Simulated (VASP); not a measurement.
# KGaH6 (Immm) in VASP: single point with PBE

Aim: the single point of KGaH6 with PBE.

All numbers are computed with VASP 6.6.1; they aren't measurements. Logs are shortened: lines on timing, memory, paths and dates and some standing lists are left out, and cuts for length are marked.

## 1. The cell of the first run

The structure is orthorhombic, space group Immm (No. 71). The conventional cell has a = 4.761 Å, b = 5.749 Å, c = 9.380 Å, α = 90.00°, β = 90.00°, γ = 90.00°. Within 3.5 Å of K (site symmetry mmm) lie 10 H at 2.67 to 3.17 Å. Ga (site symmetry mmm) has 2 H at 1.52 Å within 2.0 Å. Within 1.1 Å of H (site symmetry m) lie 1 H at 0.79 Å. H (site symmetry mm2) has 1 Ga at 1.52 Å within 2.0 Å.

The cell was generated, and may not be a known phase.

## 2. Single point, PBE

INCAR reads:

```
ALGO = Normal ; EDIFF = 1E-6
ENCUT = 520 ; GGA = PE
ISIF = 2 ; ISMEAR = 0
LASPH = T ; LCHARG = T
LELF = T ; LREAL = F
LVHAR = T ; LWAVE = F
NBANDS = 24 ; NELM = 100
PREC = Accurate ; SIGMA = 0.1
```

KPOINTS reads:

```
k-points
0
Gamma
  6 6 6
```

POSCAR reads:

```
KGaH6
1.0
   -2.8743980956      4.6902416853      2.3805130369
    2.8743980956     -4.6902416853      2.3805130369
    2.8743980956      4.6902416853     -2.3805130369
K Ga H
1 1 6
Direct
    0.5000000000      0.5000000000      0.0000000000
    0.0000000000      0.5000000000      0.5000000000
    0.1215601043      0.9310725973      0.0526327016
    0.8784398957      0.9310725973      0.8095124931
    0.1215601043      0.0689274027      0.1904875069
    0.8784398957      0.0689274027      0.9473672984
    0.1619959497      0.5000000000      0.6619959497
    0.8380040503      0.5000000000      0.3380040503
```

Potentials or basis: VASP PAW PBE potentials, release 64 (K_sv, Ga_d, H).

Launch:

```console
cat potpaw_PBE.64/K_sv/POTCAR potpaw_PBE.64/Ga_d/POTCAR potpaw_PBE.64/H/POTCAR > POTCAR
mpirun -np 1 vasp_std > vasp.out
```

OUTCAR:

```text
EDIFF = 1E-6
   ENCUT = 520
   GGA = PE
   ISIF = 2
   ISMEAR = 0
   LASPH = T
   LREAL = F
   NELM = 100
   PREC = Accurate

 ion  position               nearest neighbor table
   1  0.500  0.500  0.000-
   2  0.000  0.500  0.500-   7 1.52   8 1.52
   3  0.122  0.931  0.053-   5 0.79
   4  0.878  0.931  0.810-   6 0.79
   5  0.122  0.069  0.190-   3 0.79
   6  0.878  0.069  0.947-   4 0.79
   7  0.162  0.500  0.662-   2 1.52
   8  0.838  0.500  0.338-   2 1.52

  LATTYP: Found a body centered orthorhombic cell.
 ALAT       =     4.7610260738
 B/A-ratio  =     1.2074700080
 C/A-ratio  =     1.9702650700

  Lattice vectors:

 A1 = (   2.8743980956,   4.6902416853,  -2.3805130369)
 A2 = (  -2.8743980956,   4.6902416853,   2.3805130369)
 A3 = (   2.8743980956,  -4.6902416853,   2.3805130369)

Analysis of symmetry for initial positions (statically):
=====================================================================
 Subroutine PRICEL returns:
 Original cell was already a primitive cell.

 Routine SETGRP: Setting up the symmetry group for a
 body centered orthorhombic supercell.

 Subroutine GETGRP returns: Found  8 space group operations
 (whereof  8 operations were pure point group operations)
 out of a pool of  8 trial point group operations.

The static configuration has the point symmetry D_2h.

Analysis of symmetry for dynamics (positions and initial velocities):
=====================================================================
 Subroutine PRICEL returns:
 Original cell was already a primitive cell.

 Routine SETGRP: Setting up the symmetry group for a
 body centered orthorhombic supercell.

 Subroutine GETGRP returns: Found  8 space group operations
 (whereof  8 operations were pure point group operations)
 out of a pool of  8 trial point group operations.

The dynamic configuration has the point symmetry D_2h.

 Subroutine INISYM returns: Found  8 space group operations
 (whereof  8 operations are pure point group operations),
 and found     1 'primitive' translations

----------------------------------------------------------------------------------------

                                     Primitive cell

[... 103 lines left out ...]
   LREAL  =      F    real-space projection
   EDIFFG = 0.1E-04   stopping-criterion for IOM
   NSW    =      0    number of steps for IOM
   IBRION =     -1    ionic relax: 0-MD 1-quasi-New 2-CG
   NFREE  =      0    steps in history (QN), initial steepest desc. (CG)
   ISIF   =      2    stress and relaxation
   ISYM   =      2    0-nonsym 1-usesym 2-fastsym
   POTIM  = 0.5000    time-step for ionic-motion
   TEBEG  =    0.0;   TEEND  =   0.0 temperature during run
   PSTRESS=    0.0 pullay stress
   NELECT =      28.0000    total number of electrons
   NUPDOWN=      -1.0000    fix difference up-down
   EMIN   =  10.00;   EMAX   =-10.00  energy-range for DOS
   EFERMI =   0.00;   METHOD = LEGACY
   ISMEAR =     0;   SIGMA  =   0.10  broadening in eV -4-tet -1-fermi 0-gaus
   EFERMI_NEDOS =   21; number of points for ismear=-14 and -15
   IALGO  =     38    algorithm
   IMIX   =      4    mixing-type and parameters
     AMIX     =   0.40;   BMIX     =  1.00
     AMIX_MAG =   1.60;   BMIX_MAG =  1.00
  volume/ion in A,a.u.               =      16.05       108.29
  Fermi-wavevector in a.u.,A,eV,Ry     =   0.985455  1.862239 13.212900  0.971121
  Thomas-Fermi vector in A             =   2.116763
   LORBIT       =      0    0 simple, 1 ext, 2 COOP (PROOUT), +10 PAW based schemes
   GGA     = PE    functional components
   LHFCALC =     F    Hartree Fock is set to
   AEXX    =    0.0000 exact exchange contribution
   IVDW    =     0    specifies the selected vdW correction
   LEPSILON=     F    determine dielectric tensor
   LRPA    =     F    only Hartree local field effects (RPA)
 non-spin polarized calculation
 Gauss-broadening in eV      SIGMA  =   0.10
  energy-cutoff  :      520.00
  volume of cell :      128.37
 maximum number of plane-waves:      3485
 NGX is ok and might be reduce to    48
   NGX = 23   NGY = 23   NGZ = 23

 number of electron      28.0000008 magnetization

 Free energy of the ion-electron system (eV)
  ---------------------------------------------------
  ext. energy  EPLUGINS =         0.00000000
  ---------------------------------------------------
  free energy    TOTEN  =       -22.25864867 eV

  energy without entropy =      -22.25643763  energy(sigma->0) =      -22.25754315

 E-fermi :   0.3657     XC(G=0):  -6.8999

 val. band max:        0.2801810657   @ k =   0.3333   0.3333   0.1667
 cond. band min:       0.4258737234   @ k =   0.5000  -0.3333   0.3333
 fundamental gap:      0.1456926577
 Fermi energy:         0.3656916177

 k-point     1 :       0.0000    0.0000    0.0000
  band No.  band energies     occupation
      1     -31.1542      2.00000
      2     -15.5698      2.00000
      3     -15.3472      2.00000
      4     -15.3459      2.00000
      5     -15.2696      2.00000
      6     -15.2658      2.00000
[... 637 lines left out ...]
     23       6.4385      0.00000
     24       7.2682      0.00000

 [... further k-points ...]

------------------------ aborting loop because EDIFF is reached ----------------------------------------

  FORCE on cell =-STRESS in cart. coord.  units (eV):
  Direction    XX          YY          ZZ          XY          YZ          ZX
  --------------------------------------------------------------------------------------
  -------------------------------------------------------------------------------------
  Total       -0.1088338     -0.0697087     -0.0557963      0.0000000      0.0000000     -0.0000000
  in kB       -1.3583190     -0.8700110     -0.6963748      0.0000000      0.0000000     -0.0000000
  external PRESSURE =      -0.9749016 kB  Pullay stress =       0.0000000 kB

 VOLUME and BASIS-vectors are now :
 -----------------------------------------------------------------------------
  energy-cutoff  :      520.00
  volume of cell :      128.37
      direct lattice vectors                 reciprocal lattice vectors
    -2.874398096  4.690241685  2.380513037     0.000000000  0.106604315  0.210038757
     2.874398096 -4.690241685  2.380513037     0.173949461  0.000000000  0.210038757
     2.874398096  4.690241685 -2.380513037     0.173949461  0.106604315  0.000000000

 POSITION                                       TOTAL-FORCE (eV/Angst)
 -----------------------------------------------------------------------------------
      0.00000      0.00000      2.38051         0.000000     -0.000000      0.000000
      2.87440      0.00000      0.00000         0.000000     -0.000000     -0.000000
      2.47815     -3.54995      2.38051         0.003021      0.002482      0.000000
      2.47815      3.54995      2.38051         0.003021     -0.002482      0.000000
      0.39625      1.14029      0.00000        -0.003021      0.002482     -0.000000
      0.39625      8.24019     -0.00000        -0.003021     -0.002482     -0.000000
      2.87440      1.51960      0.00000        -0.000000     -0.013830     -0.000000
     -0.00000      3.17064      2.38051         0.000000      0.013830      0.000000
 -----------------------------------------------------------------------------------
    total drift:                                0.000000     -0.000000     -0.000000

  FREE ENERGIE OF THE ION-ELECTRON SYSTEM (eV)
  ---------------------------------------------------
  free  energy   TOTEN  =       -22.2586486724 eV

  energy  without entropy=      -22.2564376271  energy(sigma->0) =      -22.25754315
```

OSZICAR:

```text
N       E                     dE             d eps       ncg     rms          rms(c)
DAV:   1     0.181480124004E+03    0.18148E+03   -0.12391E+04  2248   0.119E+03
DAV:   2    -0.381853147653E+01   -0.18530E+03   -0.17656E+03  2336   0.351E+02
DAV:   3    -0.228740632950E+02   -0.19056E+02   -0.18939E+02  3328   0.913E+01
DAV:   4    -0.237731529469E+02   -0.89909E+00   -0.89639E+00  3416   0.169E+01
DAV:   5    -0.237917601772E+02   -0.18607E-01   -0.18605E-01  3208   0.185E+00    0.729E+00
DAV:   6    -0.226771248560E+02    0.11146E+01   -0.78516E-01  2872   0.619E+00    0.418E+00
DAV:   7    -0.222423170995E+02    0.43481E+00   -0.11201E+00  2864   0.471E+00    0.946E-01
DAV:   8    -0.222538217124E+02   -0.11505E-01   -0.13519E-01  2712   0.237E+00    0.331E-01
DAV:   9    -0.222572518599E+02   -0.34301E-02   -0.10169E-02  3344   0.523E-01    0.122E-01
DAV:  10    -0.222583697946E+02   -0.11179E-02   -0.10196E-03  2768   0.216E-01    0.570E-02
DAV:  11    -0.222586343070E+02   -0.26451E-03   -0.32990E-04  2640   0.120E-01    0.102E-02
DAV:  12    -0.222586459284E+02   -0.11621E-04   -0.20974E-05  3464   0.252E-02    0.667E-03
DAV:  13    -0.222586486307E+02   -0.27023E-05   -0.50487E-06  2296   0.114E-02    0.115E-03
DAV:  14    -0.222586486724E+02   -0.41727E-07   -0.24472E-07  2216   0.343E-03
   1 F= -.22258649E+02 E0= -.22257543E+02  d E =-.221105E-02
```

Run time: 2.6 min. Hardware: 1 thread of Intel Xeon Platinum 8259CL at 2.50GHz (Skylake/Cascade Lake), shared host; peak memory 0.4 GiB.

What came out:

```
Free energy            : -22.2586 eV
Pressure               : -0.1 GPa
Largest force          : 0.014 eV/Å
Band gap on the k mesh : zero (bands 14 and 15 overlap by 1.99 eV)
```

Forces in eV/Å, atoms in the order of the input:
```
K    0.000  0.000  0.000
Ga   0.000  0.000  0.000
H    0.003  0.002  0.000
H    0.003 -0.002  0.000
H   -0.003  0.002  0.000
H   -0.003 -0.002  0.000
H    0.000 -0.014  0.000
H    0.000  0.014  0.000
```

Levels at points of the mesh, in eV from the Fermi level:
| k point | band 10 | band 11 | band 12 | band 13 | band 14 | band 15 | band 16 | band 17 | band 18 | band 19 |
| --- | --- | --- | --- | --- | --- | --- | --- | --- | --- | --- |
| (0.00, 0.00, 0.00) | -9.41 | -7.08 | -6.98 | -5.08 | -0.48 | 0.68 | 1.68 | 2.01 | 2.56 | 3.92 |
| (0.50, 0.00, 0.00) | -8.87 | -7.39 | -6.95 | -5.01 | -0.88 | -0.85 | 1.29 | 3.45 | 3.89 | 4.36 |
| (0.00, 0.50, 0.00) | -8.34 | -7.88 | -7.22 | -5.33 | -0.39 | 0.92 | 1.76 | 2.49 | 3.39 | 4.10 |
| (0.50, 0.50, 0.00) | -8.75 | -8.01 | -7.04 | -5.39 | 1.12 | 1.29 | 1.30 | 3.26 | 3.37 | 4.29 |
| (0.50, 0.50, 0.50) | -9.05 | -7.51 | -7.27 | -4.89 | -0.98 | 0.96 | 1.29 | 4.20 | 4.48 | 4.63 |

The gap in the log of VASP goes by the Fermi energy; the results here count the filled bands.